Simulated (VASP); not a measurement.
# Mg (Im-3m) in VASP: a series of runs

Runs on Mg. Level: revPBE. Tasks: single point.

All numbers are computed with VASP 6.6.1; they aren't measurements. Logs are shortened: lines on timing, memory, paths and dates and some standing lists are left out, and cuts for length are marked.

### Step 1. The cell of the first run

Symmetry: Im-3m, No. 229, cubic system. The conventional cell has a = 3.611 Å, b = 3.611 Å, c = 3.611 Å, α = 90.00°, β = 90.00°, γ = 90.00°. Mg (site symmetry m-3m) has 14 Mg at 3.13 to 3.61 Å within 4.1 Å.

### Step 2. Single point, revPBE

Contents of INCAR:

```
SYSTEM = Mg
PREC = Accurate
ENCUT = 520
EDIFF = 1E-6
ISMEAR = -1
SIGMA = 0.1
LREAL = .False.
LASPH = .True.
NELM = 80
ALGO = Normal
ISIF = 2
LWAVE = .False.
LCHARG = .False.
GGA = RE
NBANDS = 7
```

Contents of KPOINTS:

```
Automatic mesh
0
Gamma
  14 14 14
  0 0 0
```

Contents of POSCAR:

```
Mg
1.0
   -1.8056528772      1.8056528772      1.8056528772
    1.8056528772     -1.8056528772      1.8056528772
    1.8056528772      1.8056528772     -1.8056528772
Mg
1
Direct
    0.0000000000      0.0000000000      0.0000000000
```

Potentials or basis: VASP PAW PBE potentials, release 64 (Mg).

The run is started by

```bash
> cat potpaw_PBE.64/Mg/POTCAR > POTCAR
> mpirun -np 1 vasp_std > vasp.out
```

OUTCAR:

```text
SYSTEM = Mg
   PREC = Accurate
   ENCUT = 520
   EDIFF = 1E-6
   ISMEAR = -1
   LREAL = .False.
   LASPH = .True.
   NELM = 80
   ISIF = 2
   GGA = RE

 ion  position               nearest neighbor table
   1  0.000  0.000  0.000-

  LATTYP: Found a body centered cubic cell.
 ALAT       =     3.6113057544

  Lattice vectors:

 A1 = (  -1.8056528772,   1.8056528772,   1.8056528772)
 A2 = (   1.8056528772,  -1.8056528772,   1.8056528772)
 A3 = (   1.8056528772,   1.8056528772,  -1.8056528772)

Analysis of symmetry for initial positions (statically):
=====================================================================
 Subroutine PRICEL returns:
 Original cell was already a primitive cell.

 Routine SETGRP: Setting up the symmetry group for a
 body centered cubic supercell.

 Subroutine GETGRP returns: Found 48 space group operations
 (whereof 48 operations were pure point group operations)
 out of a pool of 48 trial point group operations.

The static configuration has the point symmetry O_h .

Analysis of symmetry for dynamics (positions and initial velocities):
=====================================================================
 Subroutine PRICEL returns:
 Original cell was already a primitive cell.

 Routine SETGRP: Setting up the symmetry group for a
 body centered cubic supercell.

 Subroutine GETGRP returns: Found 48 space group operations
 (whereof 48 operations were pure point group operations)
 out of a pool of 48 trial point group operations.

The dynamic configuration has the point symmetry O_h .

 Subroutine INISYM returns: Found 48 space group operations
 (whereof 48 operations are pure point group operations),
 and found     1 'primitive' translations

----------------------------------------------------------------------------------------

                                     Primitive cell

  volume of cell :      23.5485

  direct lattice vectors                    reciprocal lattice vectors
    -1.805652877  1.805652877  1.805652877     0.000000000  0.276908151  0.276908151
     1.805652877 -1.805652877  1.805652877     0.276908151  0.000000000  0.276908151
     1.805652877  1.805652877 -1.805652877     0.276908151  0.276908151  0.000000000

  length of vectors
     3.127482524  3.127482524  3.127482524     0.391607263  0.391607263  0.391607263

  position of ions in fractional coordinates (direct lattice)
     0.000000000  0.000000000  0.000000000

  ion indices of the primitive-cell ions
   primitive index   ion index
                 1           1

----------------------------------------------------------------------------------------

 KPOINTS: Automatic mesh

Automatic generation of k-mesh.
 Grid dimensions read from file:
 generate k-points for:   14   14   14

 Generating k-lattice:

  Cartesian coordinates                     Fractional coordinates (reciprocal lattice)
     0.000000000  0.019779154  0.019779154     0.071428571  0.000000000  0.000000000
     0.019779154  0.000000000  0.019779154     0.000000000  0.071428571  0.000000000
     0.019779154  0.019779154  0.000000000     0.000000000  0.000000000  0.071428571

  Length of vectors
     0.027971947  0.027971947  0.027971947

  Shift w.r.t. Gamma in fractional coordinates (k-lattice)
     0.000000000  0.000000000  0.000000000

 Subroutine IBZKPT returns following result:
 ===========================================

 Found    104 irreducible k-points:

 Following reciprocal coordinates:
            Coordinates               Weight
  0.000000  0.000000  0.000000      1.000000
  0.071429  0.000000  0.000000     12.000000
  0.142857  0.000000  0.000000     12.000000
  0.214286  0.000000  0.000000     12.000000
  0.285714  0.000000  0.000000     12.000000
  0.357143  0.000000  0.000000     12.000000
[... 16 lines left out ...]
  0.285714  0.285714  0.000000     24.000000
  0.357143  0.285714  0.000000     24.000000
 [... further k-points ...]
   k-points           NKPTS =    104   k-points in BZ     NKDIM =    104   number of bands    NBANDS=      7
   number of dos      NEDOS =    301   number of ions     NIONS =      1
   total plane-waves  NPLWV =  13824
   dimension x,y,z NGX =    24 NGY =   24 NGZ =   24
   dimension x,y,z NGXF=    48 NGYF=   48 NGZF=   48
   ions per type =               1
   NGX,Y,Z   is equivalent  to a cutoff of  12.76, 12.76, 12.76 a.u.
   NGXF,Y,Z  is equivalent  to a cutoff of  25.52, 25.52, 25.52 a.u.
 SYSTEM =  Mg
   PREC   = accura    normal or accurate (medium, high low for compatibility)
   ISTART =      0    job   : 0-new  1-cont  2-samecut
   ICHARG =      2    charge: 1-file 2-atom 10-const
   ISPIN  =      1    spin polarized calculation?
   LNONCOLLINEAR =      F non collinear calculations
   LSORBIT =      F    spin-orbit coupling
   LASPH  =      T    aspherical Exc in radial PAW
   ENCUT  =  520.0 eV  38.22 Ry    6.18 a.u.   5.82  5.82  5.82*2*pi/ulx,y,z
   NELM   =     80;   NELMIN=  2; NELMDL= -5     # of ELM steps
   EDIFF  = 0.1E-05   stopping-criterion for ELM
   LREAL  =      F    real-space projection
   EDIFFG = 0.1E-04   stopping-criterion for IOM
   NSW    =      0    number of steps for IOM
   IBRION =     -1    ionic relax: 0-MD 1-quasi-New 2-CG
   NFREE  =      0    steps in history (QN), initial steepest desc. (CG)
   ISIF   =      2    stress and relaxation
   ISYM   =      2    0-nonsym 1-usesym 2-fastsym
   POTIM  = 0.5000    time-step for ionic-motion
   TEBEG  =    0.0;   TEEND  =   0.0 temperature during run
   PSTRESS=    0.0 pullay stress
   NELECT =       2.0000    total number of electrons
   NUPDOWN=      -1.0000    fix difference up-down
   EMIN   =  10.00;   EMAX   =-10.00  energy-range for DOS
   EFERMI =   0.00;   METHOD = LEGACY
   ISMEAR =    -1;   SIGMA  =   0.10  broadening in eV -4-tet -1-fermi 0-gaus
   EFERMI_NEDOS =   21; number of points for ismear=-14 and -15
   IALGO  =     38    algorithm
   IMIX   =      4    mixing-type and parameters
     AMIX     =   0.40;   BMIX     =  1.00
     AMIX_MAG =   1.60;   BMIX_MAG =  1.00
  volume/ion in A,a.u.               =      23.55       158.91
  Fermi-wavevector in a.u.,A,eV,Ry     =   0.719610  1.359866  7.045623  0.517839
  Thomas-Fermi vector in A             =   1.808850
   LORBIT       =      0    0 simple, 1 ext, 2 COOP (PROOUT), +10 PAW based schemes
   GGA     = RE    functional components
   LHFCALC =     F    Hartree Fock is set to
   AEXX    =    0.0000 exact exchange contribution
   IVDW    =     0    specifies the selected vdW correction
   LEPSILON=     F    determine dielectric tensor
   LRPA    =     F    only Hartree local field effects (RPA)
 non-spin polarized calculation
  energy-cutoff  :      520.00
  volume of cell :       23.55
 maximum number of plane-waves:       682
   NGX = 11   NGY = 11   NGZ = 11

 number of electron       2.0000000 magnetization

 Free energy of the ion-electron system (eV)
  ---------------------------------------------------
  ext. energy  EPLUGINS =         0.00000000
  ---------------------------------------------------
  free energy    TOTEN  =        -1.33954714 eV

  energy without entropy =       -1.32602155  energy(sigma->0) =       -1.33278434

 E-fermi :   2.6390     XC(G=0):  -8.3358

 val. band max:        2.5985426182   @ k =   0.3571   0.1429   0.1429
 cond. band min:       2.6968335538   @ k =   0.3571   0.2143   0.0714
 fundamental gap:      0.0982909356
 Fermi energy:         2.6389722739

 k-point     1 :       0.0000    0.0000    0.0000
  band No.  band energies     occupation
      1      -4.2282      2.00000
      2      15.4825      0.00000
      3      15.4825      0.00000
      4      15.4825      0.00000
      5      17.4410      0.00000
      6      17.4410      0.00000
      7      17.5043      0.00000

 k-point     2 :       0.0714    0.0000    0.0000
  band No.  band energies     occupation
      1      -4.1102      2.00000
      2      14.0987      0.00000
      3      14.8913      0.00000
      4      14.9118      0.00000
      5      16.3275      0.00000
      6      16.6133      0.00000
      7      17.7104      0.00000

 k-point     3 :       0.1429    0.0000    0.0000
  band No.  band energies     occupation
      1      -3.7569      2.00000
      2      11.6879      0.00000
      3      13.8664      0.00000
      4      14.0209      0.00000
      5      15.2169      0.00000
      6      16.0207      0.00000
      7      18.0800      0.00000

 k-point     4 :       0.2143    0.0000    0.0000
  band No.  band energies     occupation
      1      -3.1709      2.00000
      2       9.2954      0.00000
      3      12.9148      0.00000
      4      13.2310      0.00000
      5      14.2914      0.00000
      6      15.3953      0.00000
      7      18.6893      0.00000

 k-point     5 :       0.2857    0.0000    0.0000
  band No.  band energies     occupation
      1      -2.3564      2.00000
      2       7.0532      0.00000
      3      12.1446      0.00000
      4      12.6049      0.00000
      5      13.5689      0.00000
      6      14.8073      0.00000
      7      19.3571      0.00000

 k-point     6 :       0.3571    0.0000    0.0000
  band No.  band energies     occupation
      1      -1.3196      2.00000
      2       4.9915      0.00000
      3      11.5852      0.00000
      4      12.1555      0.00000
      5      13.0530      0.00000
      6      14.3383      0.00000
      7      20.1358      0.00000

 k-point     7 :       0.4286    0.0000    0.0000
  band No.  band energies     occupation
      1      -0.0728      2.00000
      2       3.1286      0.01484
      3      11.2469      0.00000
      4      11.8857      0.00000
      5      12.7436      0.00000
      6      14.0391      0.00000
      7      20.9883      0.00000

 k-point     8 :       0.5000    0.0000    0.0000
  band No.  band energies     occupation
      1       1.1380      2.00000
      2       1.7124      1.99981
      3      11.1338      0.00000
      4      11.7957      0.00000
      5      12.6406      0.00000
      6      13.9366      0.00000
      7      21.4979      0.00000

 k-point     9 :       0.0714    0.0714    0.0000
  band No.  band energies     occupation
      1      -3.8745      2.00000
      2      12.8085      0.00000
      3      13.1247      0.00000
      4      14.3567      0.00000
      5      16.0083      0.00000
      6      16.4253      0.00000
      7      18.0463      0.00000

 k-point    10 :       0.1429    0.0714   -0.0000
  band No.  band energies     occupation
      1      -3.4049      2.00000
      2      10.5224      0.00000
      3      11.9924      0.00000
      4      13.4946      0.00000
      5      15.3110      0.00000
      6      16.3483      0.00000
      7      17.7516      0.00000

 k-point    11 :       0.2143    0.0714    0.0000
  band No.  band energies     occupation
      1      -2.7047      2.00000
      2       8.2197      0.00000
      3      11.1451      0.00000
      4      12.7433      0.00000
      5      14.5532      0.00000
      6      16.0574      0.00000
      7      17.9731      0.00000
[... 51 lines left out ...]
 k-point    17 :       0.2857    0.1429   -0.0000
  band No.  band energies     occupation
      1      -0.9767      2.00000
      2       5.2956      0.00000
      3       8.4048      0.00000
      4      11.5332      0.00000
      5      14.6450      0.00000
      6      17.0677      0.00000
      7      18.4605      0.00000

 k-point    18 :       0.3571    0.1429    0.0000
  band No.  band energies     occupation
      1       0.2646      2.00000
      2       3.4520      0.00059
      3       8.0712      0.00000
      4      11.2297      0.00000
      5      14.3524      0.00000
      6      17.1599      0.00000
      7      19.0940      0.00000

 k-point    19 :       0.4286    0.1429    0.0000
  band No.  band energies     occupation
      1       1.4622      1.99998
      2       2.0525      1.99434
      3       7.9605      0.00000
      4      11.1279      0.00000
      5      14.2526      0.00000
      6      17.1362      0.00000
      7      19.7387      0.00000

 k-point    20 :       0.2143    0.2143    0.0000
  band No.  band energies     occupation
      1      -1.0907      2.00000
      2       6.3525      0.00000
      3       7.1686      0.00000
      4      11.4415      0.00000
      5      15.5865      0.00000
      6      16.4758      0.00000
      7      20.2499      0.00000

 k-point    21 :       0.2857    0.2143    0.0000
  band No.  band energies     occupation
      1       0.0428      2.00000
      2       4.7019      0.00000
      3       6.4414      0.00000
      4      11.0353      0.00000
      5      15.5151      0.00000
      6      17.1397      0.00000
      7      19.8311      0.00000

 k-point    22 :       0.3571    0.2143    0.0000
  band No.  band energies     occupation
      1       1.3586      1.99999
      2       3.0194      0.04359
      3       6.1831      0.00000
      4      10.8294      0.00000
      5      15.3672      0.00000
      6      18.1613      0.00000
      7      19.1485      0.00000

 k-point    23 :       0.2857    0.2857    0.0000
  band No.  band energies     occupation
      1       1.2627      2.00000
      2       4.0655      0.00000
      3       4.9241      0.00000
      4      10.7275      0.00000
      5      16.3476      0.00000
      6      17.1378      0.00000
      7      19.5057      0.00000

 k-point    24 :       0.3571    0.2857    0.0000
  band No.  band energies     occupation
      1       2.4367      1.76635
      2       2.9496      0.08568
      3       4.5535      0.00000
      4      10.6239      0.00000
      5      16.5262      0.00000
      6      17.7501      0.00000
      7      18.5708      0.00000

 [... further k-points ...]
[... 5 lines left out ...]
  --------------------------------------------------------------------------------------
  -------------------------------------------------------------------------------------
  Total       -0.0240402     -0.0240402     -0.0240402      0.0000000     -0.0000000      0.0000000
  in kB       -1.6356345     -1.6356345     -1.6356345      0.0000000     -0.0000000      0.0000000
  external PRESSURE =      -1.6356345 kB  Pullay stress =       0.0000000 kB

 VOLUME and BASIS-vectors are now :
 -----------------------------------------------------------------------------
  energy-cutoff  :      520.00
  volume of cell :       23.55
      direct lattice vectors                 reciprocal lattice vectors
    -1.805652877  1.805652877  1.805652877     0.000000000  0.276908151  0.276908151
     1.805652877 -1.805652877  1.805652877     0.276908151  0.000000000  0.276908151
     1.805652877  1.805652877 -1.805652877     0.276908151  0.276908151  0.000000000

 POSITION                                       TOTAL-FORCE (eV/Angst)
 -----------------------------------------------------------------------------------
      0.00000      0.00000      0.00000         0.000000     -0.000000      0.000000
 -----------------------------------------------------------------------------------
    total drift:                                0.000000     -0.000000     -0.000000

  FREE ENERGIE OF THE ION-ELECTRON SYSTEM (eV)
  ---------------------------------------------------
  free  energy   TOTEN  =        -1.3395471396 eV

  energy  without entropy=       -1.3260215462  energy(sigma->0) =       -1.33278434
```

Run time: 15 s. Hardware: 1 thread of AMD EPYC 7R43 (Zen 3), shared host; peak memory 0.11 GiB.

What came out:

| Item | Value |
| --- | --- |
| Free energy | -1.3395 eV |
| Pressure | -0.2 GPa |
| Band gap on the k mesh | zero (band 1 reaches 6.40 eV, above the bottom of band 2 at 1.71 eV) |

Levels at points of the mesh, in eV from the Fermi level:
```tsv
k point	band 1	band 2	band 3	band 4	band 5	band 6
(0.00, 0.00, 0.00)	-6.87	12.84	12.84	12.84	14.80	14.80
(0.50, 0.00, 0.00)	-1.50	-0.93	8.49	9.16	10.00	11.30
(0.50, 0.50, 0.50)	3.76	3.76	3.76	3.93	3.93	7.34
```

Caveat: the PAW data sets were made with another functional, which shifts forces and pressure a little.

[end of part 1 of 2]
